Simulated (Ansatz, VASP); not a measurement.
One calculation of TiN, two programs

```
Ti N
1.0
     0.00000    2.12062    2.12062
     2.12062    0.00000    2.12062
     2.12062    2.12062    0.00000
Ti N
1 1
Direct
  0.00000 0.00000 0.00000
  0.50000 0.50000 0.50000
```

Alike in both runs: task relaxation of cell and atoms; functional PBE; k mesh 18 × 18 × 18; occupations gaussian, width 0.1 eV; no spin polarisation.

|  | VASP | Ansatz |
| --- | --- | --- |
| version | VASP 6.6.1 | Ansatz 0.2.0 |
| potentials or method | VASP PAW PBE potentials, release 64 (Ti_sv, N), cutoff 600 eV | scalar-relativistic, plane waves, PAW |
| valence electrons in the cell | 17 | 17 |

```tsv
	VASP	Ansatz	Ansatz less VASP
gap on the k mesh at the Fermi level, each at its own relaxed structure (eV)	none	none	-
relaxed volume (Å³/atom)	9.59	9.57	-0.014
relaxed cell length with the largest relative difference (Å)	3.004	3.003	-0.0015
```

A gap of «none» marks a metal or a gap that the smearing closes.
